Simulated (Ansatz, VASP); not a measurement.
# Two plane-wave programs on C

```
C
1.0
     0.43471    2.02512    2.02512
     2.02512    0.43471    2.02512
     2.02512    2.02512    0.43471
C
2
Direct
  0.50000 0.50000 0.50000
  0.75000 0.75000 0.75000
```

Alike in both runs: task single point; functional PBE; k mesh 12 × 12 × 12; occupations gaussian, width 0.05 eV; no spin polarisation.

|  | VASP | Ansatz |
| --- | --- | --- |
| version | VASP 6.6.1 | Ansatz 0.2.0 |
| potentials or method | VASP PAW PBE potentials, release 64 (C), cutoff 520 eV | scalar-relativistic, plane waves, PAW |
| valence electrons in the cell | 8 | 8 |

```csv
,VASP,Ansatz,Ansatz less VASP
gap on the k mesh at the Fermi level (eV),none,none,-
rms of the force components (eV/Å),1.804,1.839,+0.0348
```

Atom by atom the forces differ by 0.035 eV/Å (rms over components). A gap of «none» marks a metal or a gap that the smearing closes. The functional is the same, so the differences come from potentials, cutoffs and numerics.
